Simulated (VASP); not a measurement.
# Zr (P6_3/mmc) in VASP: a series of runs

The runs below take Zr through relaxation of cell and atoms, with PBEsol.

All numbers are computed with VASP 6.6.1; they aren't measurements. Logs are shortened: lines on timing, memory, paths and dates and some standing lists are left out, and cuts for length are marked.

## Step 1: The cell of the first run

The structure is hexagonal, space group P6_3/mmc (No. 194). The conventional cell has a = 3.140 Å, b = 3.140 Å, c = 5.062 Å, α = 90.00°, β = 90.00°, γ = 120.00°. Within 4.1 Å of Zr (site symmetry -6m2) lie 12 Zr at 3.11 to 3.14 Å.

## Step 2: Relaxation of cell and atoms, PBEsol, target pressure 6 GPa, at which the enthalpy is minimised

INCAR reads:

```
SYSTEM = Zr
ALGO = Fast
EDIFF = 1E-7
EDIFFG = -0.01
ENCUT = 600
GGA = PS
IBRION = 2
ISIF = 3
ISMEAR = 0
LASPH = .TRUE.
LCHARG = .FALSE.
LREAL = .FALSE.
LWAVE = .FALSE.
NELM = 80
NSW = 80
PREC = Accurate
PSTRESS = 60.0
SIGMA = 0.05
```

KPOINTS reads:

```
k-points
0
G
  16 16 10
  0 0 0
```

POSCAR reads:

```
Zr
1.0
    3.1403886709      0.0000000000      0.0000000000
   -1.5701943354      2.7196563667      0.0000000000
    0.0000000000      0.0000000000      5.0623094142
Zr
2
Direct
    0.3333333333      0.6666666667      0.2500000000
    0.6666666667      0.3333333333      0.7500000000
```

Potentials or basis: VASP PAW PBE potentials, release 64 (Zr_sv).

The run is started by

```bash
$ cat potpaw_PBE.64/Zr_sv/POTCAR > POTCAR
$ mpirun -np 1 vasp_std > vasp.out
```

OUTCAR:

```text
SYSTEM = Zr
   EDIFF = 1E-7
   EDIFFG = -0.01
   ENCUT = 600
   GGA = PS
   IBRION = 2
   ISIF = 3
   ISMEAR = 0
   LASPH = .TRUE.
   LREAL = .FALSE.
   NELM = 80
   NSW = 80
   PREC = Accurate
   PSTRESS = 60.0

 ion  position               nearest neighbor table
   1  0.333  0.667  0.250-   2 3.11   2 3.11   2 3.11   2 3.11   2 3.11   2 3.11
   2  0.667  0.333  0.750-   1 3.11   1 3.11   1 3.11   1 3.11   1 3.11   1 3.11

  LATTYP: Found a hexagonal cell.
 ALAT       =     3.1403886709
 C/A-ratio  =     1.6120009160

  Lattice vectors:

 A1 = (   3.1403886709,   0.0000000000,   0.0000000000)
 A2 = (  -1.5701943354,   2.7196563667,   0.0000000000)
 A3 = (   0.0000000000,   0.0000000000,   5.0623094142)

Analysis of symmetry for initial positions (statically):
=====================================================================
 Subroutine PRICEL returns:
 Original cell was already a primitive cell.

 Routine SETGRP: Setting up the symmetry group for a
 hexagonal supercell.

 Subroutine GETGRP returns: Found 24 space group operations
 (whereof 12 operations were pure point group operations)
 out of a pool of 24 trial point group operations.

The static configuration has the point symmetry D_3d.
 The point group associated with its full space group is D_6h.

Analysis of symmetry for dynamics (positions and initial velocities):
=====================================================================
 Subroutine PRICEL returns:
 Original cell was already a primitive cell.

 Routine SETGRP: Setting up the symmetry group for a
 hexagonal supercell.

 Subroutine GETGRP returns: Found 24 space group operations
 (whereof 12 operations were pure point group operations)
 out of a pool of 24 trial point group operations.

The dynamic configuration has the point symmetry D_3d.
 The point group associated with its full space group is D_6h.

 Subroutine INISYM returns: Found 24 space group operations
 (whereof 12 operations are pure point group operations),
 and found     1 'primitive' translations

----------------------------------------------------------------------------------------

                                     Primitive cell

  volume of cell :      43.2361

  direct lattice vectors                    reciprocal lattice vectors
     3.140388671  0.000000000  0.000000000     0.318431922  0.183846756  0.000000000
    -1.570194335  2.719656367  0.000000000     0.000000000  0.367693512  0.000000000
     0.000000000  0.000000000  5.062309414     0.000000000  0.000000000  0.197538301

  length of vectors
     3.140388671  3.140388671  5.062309414     0.367693512  0.367693512  0.197538301

  position of ions in fractional coordinates (direct lattice)
     0.333333333  0.666666667  0.250000000
     0.666666667  0.333333333  0.750000000

  ion indices of the primitive-cell ions
   primitive index   ion index
                 1           1
                 2           2

----------------------------------------------------------------------------------------

 KPOINTS: k-points

Automatic generation of k-mesh.
 Grid dimensions read from file:
 generate k-points for:   16   16   10

 Generating k-lattice:

  Cartesian coordinates                     Fractional coordinates (reciprocal lattice)
     0.019901995  0.011490422  0.000000000     0.062500000  0.000000000  0.000000000
     0.000000000  0.022980844  0.000000000     0.000000000  0.062500000  0.000000000
     0.000000000  0.000000000  0.019753830     0.000000000  0.000000000  0.100000000

  Length of vectors
     0.022980844  0.022980844  0.019753830

  Shift w.r.t. Gamma in fractional coordinates (k-lattice)
     0.000000000  0.000000000  0.000000000

 Subroutine IBZKPT returns following result:
 ===========================================

 Found    180 irreducible k-points:

 Following reciprocal coordinates:
            Coordinates               Weight
  0.000000  0.000000  0.000000      1.000000
  0.062500  0.000000  0.000000      6.000000
  0.125000  0.000000  0.000000      6.000000
  0.187500 -0.000000  0.000000      6.000000
[... 39 lines left out ...]
  volume of cell :       43.24
 maximum number of plane-waves:      1460
 NGX is ok and might be reduce to    28
   NGX = 13   NGY = 13   NGZ = 21

--------------------------------------- Ionic step        1  -------------------------------------------

 number of electron      24.0000000 magnetization

 Free energy of the ion-electron system (eV)
  ---------------------------------------------------
  ext. energy  EPLUGINS =         0.00000000
  ---------------------------------------------------
  free energy    TOTEN  =       -18.14274924 eV

  energy without entropy =      -18.14010569  energy(sigma->0) =      -18.14142746

------------------------ aborting loop because EDIFF is reached ----------------------------------------

  FORCE on cell =-STRESS in cart. coord.  units (eV):
  Direction    XX          YY          ZZ          XY          YZ          ZX
  --------------------------------------------------------------------------------------
  -------------------------------------------------------------------------------------
  Total        1.1032721      1.1032721      1.1052956      0.0000000      0.0000000      0.0000000
  in kB       40.8834084     40.8834084     40.9583915      0.0000000      0.0000000      0.0000000
  external PRESSURE =     -19.0915973 kB  Pullay stress =      60.0000000 kB
[... 25 lines left out ...]
--------------------------------------- Ionic step        2  -------------------------------------------

 number of electron      24.0000000 magnetization

 E-fermi :  10.1797     XC(G=0): -11.7235

 val. band max:       10.1734921850   @ k =   0.2500   0.2500   0.5000
 cond. band min:      10.1847593292   @ k =   0.1250   0.0000   0.0000
 fundamental gap:      0.0112671441
 Fermi energy:        10.1797345430

 k-point     1 :       0.0000    0.0000    0.0000
  band No.  band energies     occupation
      1     -38.3836      2.00000
      2     -38.1480      2.00000
      3     -17.1456      2.00000
      4     -15.9102      2.00000
      5     -15.9102      2.00000
      6     -15.7357      2.00000
[... 433 lines left out ...]
      3     -16.6809      2.00000
      4     -16.6433      2.00000
      5     -16.5850      2.00000
      6     -16.2292      2.00000
[... 8 lines left out ...]
     15      11.3998      0.00000
     16      13.4737      0.00000

 [... further k-points ...]
[... 5 lines left out ...]
  --------------------------------------------------------------------------------------
  -------------------------------------------------------------------------------------
  Total        2.1625088      2.1625088      2.3302517      0.0000000     -0.0000000      0.0000000
  in kB       83.1984437     83.1984437     89.6520346      0.0000000     -0.0000000      0.0000000
  external PRESSURE =      25.3496407 kB  Pullay stress =      60.0000000 kB
[... 139 lines left out ...]
--------------------------------------- Ionic step        6  -------------------------------------------

 number of electron      24.0000000 magnetization

 Free energy of the ion-electron system (eV)
  ---------------------------------------------------
  ext. energy  EPLUGINS =         0.00000000
  ---------------------------------------------------
  free energy    TOTEN  =       -18.11954268 eV

  energy without entropy =      -18.11714111  energy(sigma->0) =      -18.11834190

 E-fermi :   9.9283     XC(G=0): -11.6270

 val. band max:        9.9174033502   @ k =   0.2500   0.1875   0.4000
 cond. band min:       9.9396890181   @ k =   0.3125   0.3125   0.4000
 fundamental gap:      0.0222856679
 Fermi energy:         9.9282871591

 k-point     1 :       0.0000    0.0000    0.0000
  band No.  band energies     occupation
      1     -38.6567      2.00000
      2     -38.4419      2.00000
      3     -17.3715      2.00000
      4     -16.2083      2.00000
      5     -16.2083      2.00000
      6     -16.0544      2.00000
[... 433 lines left out ...]
      3     -16.9370      2.00000
      4     -16.8998      2.00000
      5     -16.8480      2.00000
      6     -16.5108      2.00000
[... 8 lines left out ...]
     15      11.1234      0.00000
     16      13.1491      0.00000

 [... further k-points ...]
[... 5 lines left out ...]
  --------------------------------------------------------------------------------------
  -------------------------------------------------------------------------------------
  Total        1.6028132      1.6028132      1.5927992      0.0000000     -0.0000000      0.0000000
  in kB       60.4243356     60.4243356     60.0468190      0.0000000     -0.0000000      0.0000000
  external PRESSURE =       0.2984967 kB  Pullay stress =      60.0000000 kB
[... 21 lines left out ...]
  energy  without entropy=      -18.1171411093  energy(sigma->0) =      -18.11834190

  enthalpy is  TOTEN    =       -16.5279853670 eV   P V=        1.5915573166

 reached required accuracy - stopping structural energy minimisation
```

It took 10 min on 1 thread of AMD EPYC 9R45 (Zen 5), shared host; peak memory 0.25 GiB.

Results:

```yaml
Free_energy: -18.1195 eV
Relaxed_volume: 21.25 Å³/atom
Relaxed_cell: a = 3.119 Å, b = 3.119 Å, c = 5.043 Å, α = 90.00°, β = 90.00°, γ = 120.00°
Space_group_after_relaxing_to_0.1_Å: P6_3/mmc (No. 194)
Energy_change_on_relaxing_the_run_minimises_the_enthalpy: +11.6 meV/atom
Ionic_steps: 6
Pressure_after_relaxing: 6.0 GPa
Band_gap_on_the_k_mesh: zero (bands 12 and 13 overlap by 1.32 eV)
```

The path:
| step | energy change (eV) | largest force (eV/Å) | pressure (GPa) | volume (Å³) |
| --- | --- | --- | --- | --- |
| 1 | 0.0000 | 0.0000 | 4.09 | 43.24 |
| 2 | 0.0622 | 0.0000 | 8.53 | 41.64 |
| 3 | 0.0223 | 0.0000 | 5.99 | 42.52 |
| 4 | 0.0228 | 0.0000 | 6.03 | 42.51 |
| 5 | 0.0230 | 0.0000 | 6.03 | 42.51 |
| 6 | 0.0232 | 0.0000 | 6.03 | 42.50 |

Final structure:
```
Zr
1.0
     3.11936    0.00000    0.00000
    -1.55968    2.70144    0.00000
     0.00000    0.00000    5.04337
Zr
2
Direct
  0.33333 0.66667 0.25000
  0.66667 0.33333 0.75000
```

Levels at points of the mesh, in eV from the Fermi level:
```csv
k point,band 8,band 9,band 10,band 11,band 12,band 13,band 14,band 15,band 16
"(0.00, 0.00, 0.00)",-25.96,-5.83,-3.31,0.88,0.88,0.89,1.43,1.63,1.63
"(0.50, 0.00, 0.00)",-26.12,-2.93,-2.66,-2.47,0.06,0.58,0.79,1.54,5.55
"(0.00, 0.00, 0.50)",-26.05,-4.04,-4.04,-0.04,-0.04,0.80,0.80,0.80,0.80
"(0.50, 0.00, 0.50)",-26.27,-3.18,-3.18,-1.30,-1.30,2.01,2.01,2.43,2.43
```

Caveat: the cell is relaxed towards a set pressure, so the run minimises the enthalpy, not the energy; the PAW data sets were made with another functional, which shifts forces and pressure a little.

## Step 3: Relaxation of cell and atoms, PBEsol, target pressure 4 GPa, at which the enthalpy is minimised

This run uses another cell than the first one, of 22.03 Å³/atom.

INCAR reads:

```
PREC = Accurate
ENCUT = 600
EDIFF = 1E-6
ISMEAR = 0
SIGMA = 0.05
LREAL = F
LASPH = T
NELM = 80
ALGO = Fast
ISIF = 3
LWAVE = F
LCHARG = F
GGA = PS
IBRION = 2
NSW = 80
EDIFFG = -0.01
PSTRESS = 40.0
```

KPOINTS reads:

```
regular mesh
0
Gamma
  16 16 10
```

POSCAR reads:

```
Zr
1.0
    3.1625176793      0.0000000000      0.0000000000
   -1.5812588396      2.7388206502      0.0000000000
    0.0000000000      0.0000000000      5.0858566433
Zr
2
Direct
    0.3333333333      0.6666666667      0.2500000000
    0.6666666667      0.3333333333      0.7500000000
```

Potentials or basis: VASP PAW PBE potentials, release 64 (Zr_sv).

The run is started by

```bash
$ cat potpaw_PBE.64/Zr_sv/POTCAR > POTCAR
$ mpirun -np 1 vasp_std > vasp.out
```

Wall time 9.8 min (1 thread of AMD EPYC 9R45 (Zen 5), shared host); peak memory 0.25 GiB.

The run converged. Its results:

```yaml
Free_energy: -18.1435 eV
Relaxed_volume: 21.63 Å³/atom
Relaxed_cell: a = 3.141 Å, b = 3.141 Å, c = 5.064 Å, α = 90.00°, β = 90.00°, γ = 120.00°
Space_group_after_relaxing_to_0.1_Å: P6_3/mmc (No. 194)
Energy_change_on_relaxing_the_run_minimises_the_enthalpy: +7.6 meV/atom
Ionic_steps: 6
Pressure_after_relaxing: 4.0 GPa
Band_gap_on_the_k_mesh: zero (bands 12 and 13 overlap by 1.30 eV)
```

The path:
| step | energy change (eV) | largest force (eV/Å) | pressure (GPa) | volume (Å³) |
| --- | --- | --- | --- | --- |
| 1 | 0.0000 | 0.0000 | 2.10 | 44.05 |
| 2 | 0.0427 | 0.0000 | 6.36 | 42.41 |
| 3 | 0.0146 | 0.0000 | 3.98 | 43.28 |
| 4 | 0.0150 | 0.0000 | 4.04 | 43.26 |
| 5 | 0.0151 | 0.0000 | 4.03 | 43.26 |
| 6 | 0.0152 | 0.0000 | 4.03 | 43.25 |

Final structure:
```cif
data_structure
_symmetry_space_group_name_H-M 'P 1'
_symmetry_Int_Tables_number 1
_cell_length_a 3.1406
_cell_length_b 3.1406
_cell_length_c 5.0637
_cell_angle_alpha 90.000
_cell_angle_beta 90.000
_cell_angle_gamma 120.000
_cell_volume 43.25
loop_
_atom_site_label
_atom_site_type_symbol
_atom_site_fract_x
_atom_site_fract_y
_atom_site_fract_z
_atom_site_occupancy
Zr1 Zr 0.33333 0.66667 0.25000 1
Zr2 Zr 0.66667 0.33333 0.75000 1
```

Levels at points of the mesh, in eV from the Fermi level:
| k point | band 9 | band 10 | band 11 | band 12 | band 13 | band 14 | band 15 | band 16 |
| --- | --- | --- | --- | --- | --- | --- | --- | --- |
| (0.00, 0.00, 0.00) | -5.80 | -3.26 | 0.88 | 0.88 | 0.91 | 1.38 | 1.61 | 1.61 |
| (0.50, 0.00, 0.00) | -2.86 | -2.63 | -2.40 | 0.00 | 0.57 | 0.78 | 1.52 | 5.42 |
| (0.00, 0.00, 0.50) | -4.03 | -4.03 | -0.03 | -0.03 | 0.80 | 0.80 | 0.80 | 0.80 |
| (0.50, 0.00, 0.50) | -3.12 | -3.12 | -1.25 | -1.25 | 1.93 | 1.93 | 2.39 | 2.39 |

Caveat: the cell is relaxed towards a set pressure, so the run minimises the enthalpy, not the energy; the PAW data sets were made with another functional, which shifts forces and pressure a little.

## Step 4: Relaxation of cell and atoms, PBEsol, target pressure 2 GPa, at which the enthalpy is minimised

This run uses another cell than the first one, of 22.47 Å³/atom.

INCAR reads:

```
ALGO = Fast ; EDIFF = 1E-6
EDIFFG = -0.01 ; ENCUT = 600
GGA = PS ; IBRION = 2
ISIF = 3 ; ISMEAR = 0
LASPH = True ; LCHARG = False
LREAL = False ; LWAVE = False
NELM = 60 ; NSW = 80
PREC = Accurate ; PSTRESS = 20.0
SIGMA = 0.05
```

KPOINTS reads:

```
k-points
0
Gamma
  16 16 10
```

POSCAR reads:

```
Zr
1.0
    3.1855271648      0.0000000000      0.0000000000
   -1.5927635824      2.7587474492      0.0000000000
    0.0000000000      0.0000000000      5.1127715389
Zr
2
Direct
    0.3333333333      0.6666666667      0.2500000000
    0.6666666667      0.3333333333      0.7500000000
```

The run is started by

```bash
$ cat potpaw_PBE.64/Zr_sv/POTCAR > POTCAR
$ mpirun -np 1 vasp_std > vasp.out
```

Run time: 9 min. Hardware: 1 thread of AMD EPYC 9R45 (Zen 5), shared host; peak memory 0.26 GiB.

It converged, with:

```yaml
Free_energy: -18.1597 eV
Relaxed_volume: 22.05 Å³/atom
Relaxed_cell: a = 3.164 Å, b = 3.164 Å, c = 5.087 Å, α = 90.00°, β = 90.00°, γ = 120.00°
Space_group_after_relaxing_to_0.1_Å: P6_3/mmc (No. 194)
Energy_change_on_relaxing_the_run_minimises_the_enthalpy: +2.6 meV/atom
Ionic_steps: 7
Pressure_after_relaxing: 2.0 GPa
Band_gap_on_the_k_mesh: zero (bands 12 and 13 overlap by 1.28 eV)
```

The path:
```
step  energy change (eV)  largest force (eV/Å)  pressure (GPa)  volume (Å³)
   1              0.0000                0.0000            0.07        44.93
   2              0.0227                0.0000            4.20        43.19
   3              0.0053                0.0000            1.94        44.10
   4              0.0056                0.0000            2.08        44.07
   5              0.0048                0.0000            1.89        44.14
   6              0.0051                0.0000            1.95        44.11
   7              0.0052                0.0000            1.97        44.10
```

Final structure:
```xyz
2
Lattice="3.1639 0.0000 0.0000 -1.5819 2.7400 0.0000 0.0000 0.0000 5.0869" Properties=species:S:1:pos:R:3 pbc="T T T"
Zr    0.0000    1.8266    1.2717
Zr    1.5819    0.9133    3.8152
```

Levels at points of the mesh, in eV from the Fermi level:
```tsv
k point	band 8	band 9	band 10	band 11	band 12	band 13	band 14	band 15	band 16
(0.00, 0.00, 0.00)	-26.09	-5.77	-3.20	0.87	0.87	0.94	1.32	1.60	1.60
(0.50, 0.00, 0.00)	-26.22	-2.78	-2.60	-2.33	-0.06	0.56	0.78	1.50	5.29
(0.00, 0.00, 0.50)	-26.17	-4.01	-4.01	-0.01	-0.01	0.79	0.79	0.79	0.79
(0.50, 0.00, 0.50)	-26.36	-3.05	-3.05	-1.20	-1.20	1.85	1.85	2.34	2.34
```

Caveat: the cell is relaxed towards a set pressure, so the run minimises the enthalpy, not the energy; the PAW data sets were made with another functional, which shifts forces and pressure a little.

## Step 5: Relaxation of cell and atoms, PBEsol

This run uses another cell than the first one, of 23.28 Å³/atom.

INCAR reads:

```
ALGO = Fast ; EDIFF = 1E-7
EDIFFG = -0.01 ; ENCUT = 600
GGA = PS ; IBRION = 2
ISIF = 3 ; ISMEAR = 0
LASPH = True ; LCHARG = False
LREAL = False ; LWAVE = False
NELM = 100 ; NSW = 80
PREC = Accurate ; SIGMA = 0.05
```

KPOINTS is that of step 4.

POSCAR reads:

```
Zr
1.0
    3.2320000000      0.0000000000      0.0000000000
   -1.6160000000      2.7989941050      0.0000000000
    0.0000000000      0.0000000000      5.1470000000
Zr
2
Direct
    0.3333333333      0.6666666667      0.2500000000
    0.6666666667      0.3333333333      0.7500000000
```

The run is started by

```bash
$ cat potpaw_PBE.64/Zr_sv/POTCAR > POTCAR
$ mpirun -np 1 vasp_std > vasp.out
```

It took 11 min on 1 thread of AMD EPYC 9R45 (Zen 5), shared host; peak memory 0.26 GiB.

Results (log left out):

- Free energy: -18.1655 eV
- Relaxed volume: 22.47 Å³/atom
- Relaxed cell: a = 3.186 Å, b = 3.186 Å, c = 5.113 Å, α = 90.00°, β = 90.00°, γ = 120.00°
- Space group after relaxing (to 0.1 Å): P6_3/mmc (No. 194)
- Energy gained by relaxing: 8.4 meV/atom
- Ionic steps: 6
- Pressure after relaxing: 0.0 GPa
- Band gap on the k mesh: zero (bands 12 and 13 overlap by 1.26 eV)

Step by step:
| step | energy change (eV) | largest force (eV/Å) | pressure (GPa) | volume (Å³) |
| --- | --- | --- | --- | --- |
| 1 | 0.0000 | 0.0000 | -3.24 | 46.56 |
| 2 | 0.0000 | 0.0000 | 3.61 | 43.46 |
| 3 | -0.0165 | 0.0000 | 0.00 | 44.99 |
| 4 | -0.0165 | 0.0000 | 0.07 | 44.95 |
| 5 | -0.0167 | 0.0000 | 0.05 | 44.95 |
| 6 | -0.0168 | 0.0000 | 0.05 | 44.95 |

Final structure:
```cif
data_structure
_symmetry_space_group_name_H-M 'P 1'
_symmetry_Int_Tables_number 1
_cell_length_a 3.1861
_cell_length_b 3.1861
_cell_length_c 5.1128
_cell_angle_alpha 90.000
_cell_angle_beta 90.000
_cell_angle_gamma 120.000
_cell_volume 44.95
loop_
_atom_site_label
_atom_site_type_symbol
_atom_site_fract_x
_atom_site_fract_y
_atom_site_fract_z
_atom_site_occupancy
Zr1 Zr 0.33333 0.66667 0.25000 1
Zr2 Zr 0.66667 0.33333 0.75000 1
```

Levels at points of the mesh, in eV from the Fermi level:
| k point | band 8 | band 9 | band 10 | band 11 | band 12 | band 13 | band 14 | band 15 | band 16 |
| --- | --- | --- | --- | --- | --- | --- | --- | --- | --- |
| (0.00, 0.00, 0.00) | -26.15 | -5.74 | -3.15 | 0.87 | 0.87 | 0.95 | 1.25 | 1.58 | 1.58 |
| (0.50, 0.00, 0.00) | -26.28 | -2.71 | -2.57 | -2.27 | -0.11 | 0.55 | 0.77 | 1.48 | 5.16 |
| (0.00, 0.00, 0.50) | -26.23 | -4.00 | -4.00 | 0.00 | 0.00 | 0.78 | 0.78 | 0.78 | 0.78 |
| (0.50, 0.00, 0.50) | -26.41 | -2.99 | -2.99 | -1.15 | -1.15 | 1.77 | 1.77 | 2.30 | 2.30 |

Caveat: the PAW data sets were made with another functional, which shifts forces and pressure a little.

## Step 6: Summary

```csv
cell,gap on the mesh (eV),pressure (GPa)
"relaxed to 6 GPa from a = 3.140, b = 3.140, c = 5.062 Å, angles 90.0, 90.0, 120.0°, 2 atoms",none,6.0
"relaxed to 4 GPa from a = 3.163, b = 3.163, c = 5.086 Å, angles 90.0, 90.0, 120.0°, 2 atoms",none,4.0
"relaxed to 2 GPa from a = 3.186, b = 3.186, c = 5.113 Å, angles 90.0, 90.0, 120.0°, 2 atoms",none,2.0
"relaxed from a = 3.232, b = 3.232, c = 5.147 Å, angles 90.0, 90.0, 120.0°, 2 atoms",none,0.0
```

Alike in all rows: task relaxation of cell and atoms; level PBEsol; potentials or basis VASP PAW PBE potentials, release 64 (Zr_sv); no spin polarisation; k mesh 16 × 16 × 10; cutoff (eV) 600; smearing gaussian 0.05 eV.

Caveats: the PAW data sets were made with another functional, which shifts forces and pressure a little; the cell is relaxed towards a set pressure, so the run minimises the enthalpy, not the energy (at least some runs).

Absolute energies hang on the potentials; compare differences alone.

The gap in the log of VASP goes by the Fermi energy; the results here count the filled bands.